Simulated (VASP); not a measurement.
# Bi2CS3 (Amm2) in VASP: a series of runs

Bi2CS3 is run at these levels: PBE; tasks: single point, relaxation of cell and atoms.

All numbers are computed with VASP 6.6.1; they aren't measurements. Logs are shortened: lines on timing, memory, paths and dates and some standing lists are left out, and cuts for length are marked.

### Step 1. The cell of the first run

Symmetry: Amm2, No. 38, orthorhombic system. Conventional cell: a = 4.033 Å, b = 8.879 Å, c = 8.227 Å, α = 90.00°, β = 90.00°, γ = 90.00°. Within 3.1 Å of Bi (site symmetry mm2) lie 1 C at 2.36 Å and 5 S at 2.68 to 2.75 Å. Within 3.1 Å of Bi (site symmetry mm2) lie 2 C at 2.37 Å and 4 S at 2.79 Å. Within 3.1 Å of C (site symmetry mm2) lie 3 Bi at 2.36 to 2.37 Å. Within 3.5 Å of S (site symmetry mm2) lie 3 Bi at 2.68 to 2.79 Å and 1 C at 3.18 Å and 4 S at 3.45 Å. Within 3.6 Å of S (site symmetry m) lie 3 Bi at 2.75 to 2.79 Å and 2 C at 3.32 Å and 2 S at 3.45 Å.

### Step 2. Single point, PBE

INCAR

```
  ALGO = Normal
  EDIFF = 1E-6
  ENCUT = 520
  GGA = PE
  ISIF = 2
  ISMEAR = 0
  LASPH = T
  LCHARG = F
  LREAL = F
  LWAVE = F
  NBANDS = 35
  NELM = 80
  PREC = Accurate
  SIGMA = 0.1
```

KPOINTS

```
k-points
0
Gamma
  4 4 4
```

POSCAR

```
Bi2CS3
1.0
    4.0331369657      0.0000000000      0.0000000000
    0.0000000000      4.4393725720      4.1132698615
    0.0000000000     -4.4393725720      4.1132698615
Bi C S
2 1 3
Direct
    0.0000000000     -0.0011184829     -0.0011184829
    0.5000000000      0.4377675810      0.4377675810
    0.0000000000      0.2858550523      0.2858550523
    0.0000000000      0.6726471486      0.6726471486
    0.5000000000      0.8478135546      0.2570351464
    0.5000000000      0.2570351464      0.8478135546
```

Potentials or basis: VASP PAW PBE potentials, release 64 (Bi_d, C, S).

Run with:

```sh
$ cat potpaw_PBE.64/Bi_d/POTCAR potpaw_PBE.64/C/POTCAR potpaw_PBE.64/S/POTCAR > POTCAR
$ mpirun -np 1 vasp_std > vasp.out
```

OUTCAR:

```text
EDIFF = 1E-6
   ENCUT = 520
   GGA = PE
   ISIF = 2
   ISMEAR = 0
   LASPH = T
   LREAL = F
   NELM = 80
   PREC = Accurate

 ion  position               nearest neighbor table
   1  0.000  0.999  0.999-   3 2.36   4 2.68   5 2.75   6 2.75   5 2.75   6 2.75
   2  0.500  0.438  0.438-   3 2.37   3 2.37   6 2.79   5 2.79   4 2.79   4 2.79
   3  0.000  0.286  0.286-   1 2.36   2 2.37   2 2.37
   4  0.000  0.673  0.673-   1 2.68   2 2.79   2 2.79
   5  0.500  0.848  0.257-   1 2.75   1 2.75   2 2.79
   6  0.500  0.257  0.848-   1 2.75   1 2.75   2 2.79

  LATTYP: Found a base centered orthorhombic cell.
 ALAT       =     8.2265397230
 B/A-ratio  =     1.0792806505
 C/A-ratio  =     0.4902592222

  Lattice vectors:

 A1 = (   0.0000000000,   4.4393725720,   4.1132698615)
 A2 = (   0.0000000000,  -4.4393725720,   4.1132698615)
 A3 = (   4.0331369657,   0.0000000000,   0.0000000000)

Analysis of symmetry for initial positions (statically):
=====================================================================
 Subroutine PRICEL returns:
 Original cell was already a primitive cell.

 Routine SETGRP: Setting up the symmetry group for a
 base centered orthorhombic supercell.

 Subroutine GETGRP returns: Found  4 space group operations
 (whereof  4 operations were pure point group operations)
 out of a pool of  8 trial point group operations.

The static configuration has the point symmetry C_2v.

Analysis of symmetry for dynamics (positions and initial velocities):
=====================================================================
 Subroutine PRICEL returns:
 Original cell was already a primitive cell.

 Routine SETGRP: Setting up the symmetry group for a
 base centered orthorhombic supercell.

 Subroutine GETGRP returns: Found  4 space group operations
 (whereof  4 operations were pure point group operations)
 out of a pool of  8 trial point group operations.

The dynamic configuration has the point symmetry C_2v.

 Subroutine INISYM returns: Found  4 space group operations
 (whereof  4 operations are pure point group operations),
 and found     1 'primitive' translations

----------------------------------------------------------------------------------------

                                     Primitive cell

  volume of cell :     147.2929

  direct lattice vectors                    reciprocal lattice vectors
     4.033136966  0.000000000  0.000000000     0.247945956  0.000000000  0.000000000
     0.000000000  4.439372572  4.113269862     0.000000000  0.112628528  0.121557791
     0.000000000 -4.439372572  4.113269862     0.000000000 -0.112628528  0.121557791

  length of vectors
     4.033136966  6.052025924  6.052025924     0.247945956  0.165715063  0.165715063

  position of ions in fractional coordinates (direct lattice)
     0.000000000  0.998881517  0.998881517
     0.500000000  0.437767581  0.437767581
     0.000000000  0.285855052  0.285855052
     0.000000000  0.672647149  0.672647149
     0.500000000  0.847813555  0.257035146
     0.500000000  0.257035146  0.847813555

  ion indices of the primitive-cell ions
   primitive index   ion index
                 1           1
                 2           2
                 3           3
                 4           4
                 5           5
                 6           6

----------------------------------------------------------------------------------------

 KPOINTS: k-points

Automatic generation of k-mesh.
 Grid dimensions read from file:
 generate k-points for:    4    4    4

 Generating k-lattice:

  Cartesian coordinates                     Fractional coordinates (reciprocal lattice)
     0.061986489  0.000000000  0.000000000     0.250000000  0.000000000  0.000000000
     0.000000000  0.028157132  0.030389448     0.000000000  0.250000000  0.000000000
     0.000000000 -0.028157132  0.030389448     0.000000000  0.000000000  0.250000000

  Length of vectors
     0.061986489  0.041428766  0.041428766

  Shift w.r.t. Gamma in fractional coordinates (k-lattice)
     0.000000000  0.000000000  0.000000000

 Subroutine IBZKPT returns following result:
 ===========================================

 Found     21 irreducible k-points:

 Following reciprocal coordinates:
            Coordinates               Weight
  0.000000  0.000000  0.000000      1.000000
  0.250000  0.000000  0.000000      2.000000
  0.500000  0.000000  0.000000      1.000000
  0.000000  0.250000  0.000000      4.000000
  0.250000  0.250000  0.000000      8.000000
  0.500000  0.250000  0.000000      4.000000
[... 13 lines left out ...]
  0.250000  0.500000  0.500000      2.000000
  0.500000  0.500000  0.500000      1.000000
   k-points           NKPTS =     21   k-points in BZ     NKDIM =     21   number of bands    NBANDS=     35
   number of dos      NEDOS =    301   number of ions     NIONS =      6
   total plane-waves  NPLWV =  69120
   dimension x,y,z NGX =    30 NGY =   48 NGZ =   48
   dimension x,y,z NGXF=    60 NGYF=   96 NGZF=   96
   ions per type =               2   1   3
   NGX,Y,Z   is equivalent  to a cutoff of  12.37, 13.19, 13.19 a.u.
   NGXF,Y,Z  is equivalent  to a cutoff of  24.73, 26.37, 26.37 a.u.
 SYSTEM =  unknown system
   PREC   = accura    normal or accurate (medium, high low for compatibility)
   ISTART =      0    job   : 0-new  1-cont  2-samecut
   ICHARG =      2    charge: 1-file 2-atom 10-const
   ISPIN  =      1    spin polarized calculation?
   LNONCOLLINEAR =      F non collinear calculations
   LSORBIT =      F    spin-orbit coupling
   LASPH  =      T    aspherical Exc in radial PAW
   ENCUT  =  520.0 eV  38.22 Ry    6.18 a.u.   7.50 11.25 11.25*2*pi/ulx,y,z
   NELM   =     80;   NELMIN=  2; NELMDL= -5     # of ELM steps
   EDIFF  = 0.1E-05   stopping-criterion for ELM
   LREAL  =      F    real-space projection
   EDIFFG = 0.1E-04   stopping-criterion for IOM
   NSW    =      0    number of steps for IOM
   IBRION =     -1    ionic relax: 0-MD 1-quasi-New 2-CG
   NFREE  =      0    steps in history (QN), initial steepest desc. (CG)
   ISIF   =      2    stress and relaxation
   ISYM   =      2    0-nonsym 1-usesym 2-fastsym
   POTIM  = 0.5000    time-step for ionic-motion
   TEBEG  =    0.0;   TEEND  =   0.0 temperature during run
   PSTRESS=    0.0 pullay stress
   NELECT =      52.0000    total number of electrons
   NUPDOWN=      -1.0000    fix difference up-down
   EMIN   =  10.00;   EMAX   =-10.00  energy-range for DOS
   EFERMI =   0.00;   METHOD = LEGACY
   ISMEAR =     0;   SIGMA  =   0.10  broadening in eV -4-tet -1-fermi 0-gaus
   EFERMI_NEDOS =   21; number of points for ismear=-14 and -15
   IALGO  =     38    algorithm
   IMIX   =      4    mixing-type and parameters
     AMIX     =   0.40;   BMIX     =  1.00
     AMIX_MAG =   1.60;   BMIX_MAG =  1.00
  volume/ion in A,a.u.               =      24.55       165.66
  Fermi-wavevector in a.u.,A,eV,Ry     =   1.157041  2.186490 18.214711  1.338744
  Thomas-Fermi vector in A             =   2.293656
   LORBIT       =      0    0 simple, 1 ext, 2 COOP (PROOUT), +10 PAW based schemes
   GGA     = PE    functional components
   LHFCALC =     F    Hartree Fock is set to
   AEXX    =    0.0000 exact exchange contribution
   IVDW    =     0    specifies the selected vdW correction
   LEPSILON=     F    determine dielectric tensor
   LRPA    =     F    only Hartree local field effects (RPA)
 non-spin polarized calculation
 Gauss-broadening in eV      SIGMA  =   0.10
  energy-cutoff  :      520.00
  volume of cell :      147.29
 maximum number of plane-waves:      4000
 NGX is ok and might be reduce to    30
   NGX = 15   NGY = 23   NGZ = 23

 number of electron      52.0000016 magnetization

 Free energy of the ion-electron system (eV)
  ---------------------------------------------------
  ext. energy  EPLUGINS =         0.00000000
  ---------------------------------------------------
  free energy    TOTEN  =       -24.30370608 eV

  energy without entropy =      -24.27320539  energy(sigma->0) =      -24.28845573

 E-fermi :   4.2828     XC(G=0):  -9.3033

 val. band max:        4.2685548074   @ k =   0.5000   0.2500   0.2500
 cond. band min:       4.3001809982   @ k =   0.5000   0.5000   0.0000
 fundamental gap:      0.0316261909
 Fermi energy:         4.2827691673

 k-point     1 :       0.0000    0.0000    0.0000
  band No.  band energies     occupation
      1     -18.6286      2.00000
      2     -18.6084      2.00000
      3     -18.5693      2.00000
      4     -18.5662      2.00000
      5     -18.5297      2.00000
      6     -18.4508      2.00000
[... 27 lines left out ...]
     34      10.5917      0.00000
     35      10.6459      0.00000

 k-point     2 :       0.2500    0.0000    0.0000
  band No.  band energies     occupation
      1     -18.6226      2.00000
      2     -18.6077      2.00000
      3     -18.5845      2.00000
      4     -18.5415      2.00000
      5     -18.5352      2.00000
      6     -18.4486      2.00000
[... 27 lines left out ...]
     34      10.7442      0.00000
     35      11.1331      0.00000

 k-point     3 :       0.5000    0.0000    0.0000
  band No.  band energies     occupation
      1     -18.6187      2.00000
      2     -18.6070      2.00000
      3     -18.5983      2.00000
      4     -18.5406      2.00000
      5     -18.5158      2.00000
      6     -18.4625      2.00000
[... 27 lines left out ...]
     34      11.2672      0.00000
     35      11.3364      0.00000
[... 609 lines left out ...]
 k-point    20 :       0.2500    0.5000    0.5000
  band No.  band energies     occupation
      1     -18.6225      2.00000
      2     -18.6068      2.00000
      3     -18.5845      2.00000
      4     -18.5411      2.00000
      5     -18.5352      2.00000
      6     -18.4488      2.00000
[... 27 lines left out ...]
     34      10.4444      0.00000
     35      11.3604      0.00000

 k-point    21 :       0.5000    0.5000    0.5000
  band No.  band energies     occupation
      1     -18.6191      2.00000
      2     -18.6060      2.00000
      3     -18.5983      2.00000
      4     -18.5407      2.00000
      5     -18.5155      2.00000
      6     -18.4629      2.00000
[... 27 lines left out ...]
     34      11.3004      0.00000
     35      11.6694      0.00000

------------------------ aborting loop because EDIFF is reached ----------------------------------------

  FORCE on cell =-STRESS in cart. coord.  units (eV):
  Direction    XX          YY          ZZ          XY          YZ          ZX
  --------------------------------------------------------------------------------------
  -------------------------------------------------------------------------------------
  Total        0.3040025      0.0331967     -0.0635845      0.0000000      0.0000000      0.0000000
  in kB        3.3067856      0.3610974     -0.6916400      0.0000000      0.0000000      0.0000000
  external PRESSURE =       0.9920810 kB  Pullay stress =       0.0000000 kB

 VOLUME and BASIS-vectors are now :
 -----------------------------------------------------------------------------
  energy-cutoff  :      520.00
  volume of cell :      147.29
      direct lattice vectors                 reciprocal lattice vectors
     4.033136966  0.000000000  0.000000000     0.247945956  0.000000000  0.000000000
     0.000000000  4.439372572  4.113269862     0.000000000  0.112628528  0.121557791
     0.000000000 -4.439372572  4.113269862     0.000000000 -0.112628528  0.121557791

 POSITION                                       TOTAL-FORCE (eV/Angst)
 -----------------------------------------------------------------------------------
      0.00000      0.00000      8.21734         0.000000      0.000000     -0.037202
      2.01657      0.00000      3.60131         0.000000      0.000000     -0.008973
      0.00000      0.00000      2.35160         0.000000      0.000000      0.006220
      0.00000      0.00000      5.53356         0.000000      0.000000      0.036951
      2.01657      2.62269      4.54454         0.000000     -0.012137      0.001502
      2.01657     -2.62269      4.54454         0.000000      0.012137      0.001502
 -----------------------------------------------------------------------------------
    total drift:                                0.000000      0.000000      0.000399

  FREE ENERGIE OF THE ION-ELECTRON SYSTEM (eV)
  ---------------------------------------------------
  free  energy   TOTEN  =       -24.3037060767 eV

  energy  without entropy=      -24.2732053869  energy(sigma->0) =      -24.28845573
```

It took 59 s on 1 thread of AMD EPYC 9R45 (Zen 5), shared host; peak memory 0.26 GiB.

Results:

| Property | Result |
| --- | --- |
| Free energy | -24.3037 eV |
| Pressure | 0.1 GPa |
| Largest force | 0.037 eV/Å |
| Band gap on the k mesh | zero (band 26 reaches 4.39 eV, above the bottom of band 27 at 3.74 eV) |

Forces in eV/Å, atoms in the order of the input:
```
Bi   0.000  0.000 -0.037
Bi   0.000  0.000 -0.009
C    0.000  0.000  0.006
S    0.000  0.000  0.037
S    0.000 -0.012  0.002
S    0.000  0.012  0.002
```

Levels at points of the mesh, in eV from the Fermi level:
| k point | band 23 | band 24 | band 25 | band 26 | band 27 | band 28 | band 29 | band 30 |
| --- | --- | --- | --- | --- | --- | --- | --- | --- |
| (0.00, 0.00, 0.00) | -1.20 | -1.08 | -0.84 | -0.18 | 0.46 | 0.47 | 2.29 | 2.84 |
| (0.50, 0.00, 0.00) | -1.60 | -1.31 | -1.31 | -0.37 | -0.30 | 1.03 | 4.19 | 4.58 |
| (0.00, 0.50, 0.00) | -1.03 | -0.98 | -0.57 | -0.25 | 0.06 | 0.61 | 2.56 | 2.76 |
| (0.50, 0.50, 0.00) | -1.11 | -0.61 | -0.14 | 0.02 | 0.63 | 0.80 | 2.35 | 3.60 |
| (0.00, 0.50, 0.50) | -1.19 | -1.16 | -0.84 | -0.58 | -0.54 | 0.32 | 2.88 | 3.24 |
| (0.50, 0.50, 0.50) | -1.06 | -0.77 | -0.68 | -0.63 | 0.18 | 0.20 | 2.92 | 4.01 |

Caveat: the k points lie up to 0.39 Å⁻¹ apart; spin-orbit coupling is left out, which moves the levels of the heavy elements.

### Step 3. Single point, PBE

This run uses another cell than the first one, of 25.21 Å³/atom, 1.027 times its volume.

INCAR

```
SYSTEM = Bi2CS3
PREC = Accurate
ENCUT = 520
EDIFF = 1E-6
ISMEAR = 0
SIGMA = 0.1
LREAL = .FALSE.
LASPH = .TRUE.
NELM = 60
ALGO = Normal
ISIF = 2
LWAVE = .FALSE.
LCHARG = .FALSE.
GGA = PE
NBANDS = 35
```

KPOINTS

```
regular mesh
0
G
  4 4 4
  0 0 0
```

POSCAR

```
Bi2CS3
1.0
    3.9981850100      0.0000000000      0.0000000000
    0.0000000000      4.3494519000      4.3494519000
    0.0000000000     -4.3494519000      4.3494519000
Bi C S
2 1 3
Direct
    0.0000000000      0.0000000000      0.0000000000
    0.5000000000      0.5000000000      0.5000000000
    0.0000000000      0.3050000000      0.3050000000
    0.0000000000      0.6950000000      0.6950000000
    0.5000000000      0.8050000000      0.1950000000
    0.5000000000      0.1950000000      0.8050000000
```

Potentials or basis: VASP PAW PBE potentials, release 64 (Bi_d, C, S).

Run with:

```sh
$ cat potpaw_PBE.64/Bi_d/POTCAR potpaw_PBE.64/C/POTCAR potpaw_PBE.64/S/POTCAR > POTCAR
$ mpirun -np 1 vasp_std > vasp.out
```

Run time: 56 s. Hardware: 1 thread of AMD EPYC 9R45 (Zen 5), shared host; peak memory 0.26 GiB.

The run converged. Its results:

* Free energy: -23.4131 eV
* Pressure: 3.7 GPa
* Largest force: 1.999 eV/Å
* Band gap on the k mesh: zero (band 26 reaches 4.18 eV, above the bottom of band 27 at 3.95 eV)

Forces in eV/Å, atoms in the order of the input:
```
Bi   0.000  0.000  1.219
Bi   0.000  0.000 -1.999
C    0.000  0.000  0.430
S    0.000  0.000  0.369
S    0.000 -0.667 -0.010
S    0.000  0.667 -0.010
```

Stress tensor (GPa, compression positive):
```
 5.65  0.00  0.00
 0.00  7.21  0.00
 0.00  0.00 -1.86
```

Levels at points of the mesh, in eV from the Fermi level:
```tsv
k point	band 23	band 24	band 25	band 26	band 27	band 28	band 29	band 30
(0.00, 0.00, 0.00)	-1.30	-0.44	-0.38	-0.27	0.33	0.57	1.94	2.01
(0.50, 0.00, 0.00)	-1.54	-1.52	-1.37	-0.17	0.05	0.45	4.54	4.84
(0.00, 0.50, 0.00)	-1.22	-0.72	-0.60	-0.20	-0.06	0.27	2.54	2.73
(0.50, 0.50, 0.00)	-0.99	-0.70	-0.64	0.10	0.86	0.90	2.10	2.19
(0.00, 0.50, 0.50)	-1.37	-1.04	-0.62	-0.35	-0.13	-0.04	2.96	3.19
(0.50, 0.50, 0.50)	-1.05	-1.00	-0.85	-0.43	0.19	0.23	4.28	4.53
```

Caveat: the k points lie up to 0.39 Å⁻¹ apart; spin-orbit coupling is left out, which moves the levels of the heavy elements; forces of over 1 eV/Å act on the atoms, so gaps and moduli don't describe the material at rest.

(Continued in part 2 of 2.)
